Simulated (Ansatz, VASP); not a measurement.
ZnO in VASP and in Ansatz

Contents of INCAR:

```
SYSTEM = ZnO
ALGO = Normal
EDIFF = 1E-8
ENCUT = 520
ISIF = 2
ISMEAR = -1
LASPH = .True.
LCHARG = .False.
LEFG = .True.
LREAL = .False.
LWAVE = .False.
NBANDS = 26
NELM = 100
PREC = Accurate
SIGMA = 0.02
```

The input KPOINTS:

```
k-points
0
Gamma
  11 11 6
  0 0 0
```

The input POSCAR:

```
ZnO
1.0
    3.2601941478      0.0000000000      0.0000000000
   -1.6300970738      2.8234109532      0.0000000000
    0.0000000000      0.0000000000      5.2210884991
Zn O
2 2
Direct
    0.3333333333      0.6666666667      0.0000000000
    0.6666666667      0.3333333333      0.5000000000
    0.3333333333      0.6666666667      0.3821000000
    0.6666666667      0.3333333333      0.8821000000
```

Input for Ansatz:

```yaml
crystal:
  lattice:
    - [3.2601941478, 0.0, 0.0]
    - [-1.6300970738, 2.8234109532, 0.0]
    - [0.0, 0.0, 5.2210884991]
  atoms:
    - { symbol: Zn, position: [0.3333333333, 0.6666666667, 0.0] }
    - { symbol: Zn, position: [0.6666666667, 0.3333333333, 0.5] }
    - { symbol: O, position: [0.3333333333, 0.6666666667, 0.3821] }
    - { symbol: O, position: [0.6666666667, 0.3333333333, 0.8821] }
kpoints:
  mp_grid: { grid: [11, 11, 6] }
scf:
  occupations: { method: fermi_dirac, width: 0.02 }
hamiltonian:
  xc: lda
  pseudopotentials: { kind: paw }
output:
  forces: true
  stress: true
  eigenvalues: true
  efg: { contact_densities: true }
  write_density: true
  write_potential: true
  elf: true
  volumetric_format: npy
```

Change from the starting cell: volume scaled by 1.01, PAW files.

Alike in both runs: task electric field gradients; functional LDA; k mesh 11 × 11 × 6; occupations fermi-dirac, width 0.02 eV; no spin polarisation.

```csv
,VASP,Ansatz
version,VASP 6.6.1,Ansatz 0.2.0
potentials or method,"VASP PAW LDA potentials, release 64 (Zn, O)","PAW with Ansatz's default frozen-core files, scalar-relativistic"
plane-wave cutoff (eV),520,420
valence electrons in the cell,36,36
```

Ansatz gave:

| Property | Result |
| --- | --- |
| pressure (GPa) | -8.3 |
| traceless stress, the component that is largest in VASP (GPa) | 0.46 |
| rms of the force components (eV/Å) | 0.022 |
| size of Vzz on the site where it differs most (V/Å²) | 7.3 |

Q: What did VASP give for the same quantities?

A: Pressure (GPa): -7.3; traceless stress, the component that is largest in VASP (GPa): 0.44; rms of the force components (eV/Å): 0.023; size of Vzz on the site where it differs most (V/Å²): 7.7.

LDA's correlation is that of Perdew and Zunger in VASP and of Perdew and Wang (1992) in Ansatz. Atom by atom the forces differ by 0.001 eV/Å (rms over components).
